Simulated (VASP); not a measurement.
A run of VASP 6.6.1 is set up as follows.

File INCAR:

```
  ALGO = Normal
  EDIFF = 1E-6
  ENCUT = 520
  GGA = PS
  ISIF = 2
  ISMEAR = 0
  LASPH = T
  LCHARG = F
  LREAL = F
  LWAVE = F
  NBANDS = 35
  NELM = 60
  PREC = Accurate
  SIGMA = 0.05
```

KPOINTS

```
k-points
0
Gamma
  10 10 10
```

The input POSCAR:

```
SnO2
1.0
   -2.0054999738      2.0054999738      5.1227446880
    2.0054999738     -2.0054999738      5.1227446880
    2.0054999738      2.0054999738     -5.1227446880
Sn O
2 4
Direct
    0.7500000000      0.2500000000      0.5000000000
    0.0000000000      0.0000000000      0.0000000000
    0.7530851876      0.8253863603     -0.0723011727
    0.9529187786      0.4529187786      0.5000000000
    0.2029187786      0.2029187786      0.0000000000
    0.5470812214      0.0470812214      0.5000000000
```

Potentials or basis: VASP PAW PBE potentials, release 64 (Sn_d, O).

Run with:

```bash
$ cat potpaw_PBE.64/Sn_d/POTCAR potpaw_PBE.64/O/POTCAR > POTCAR
$ mpirun -np 1 vasp_std > vasp.out
```

(1) Predict the band gap on the k mesh.

(2) What does it give for the pressure?

(3) Estimate the largest force.

Answers

(1) 1.44 eV (least direct gap 1.75 eV).

(2) 7.4 GPa.

(3) 7.379 eV/Å.

Caveat: the cell differs from its parent crystal (atom 3 (O) moved by -0.290 Å along [0 1 0] and +0.290 Å along [0 0 1]); the stress differs along the axes, from 2 to 19 GPa; the PAW data sets were made with another functional, which shifts forces and pressure a little; spin-orbit coupling is left out, which moves the levels of the heavy elements.
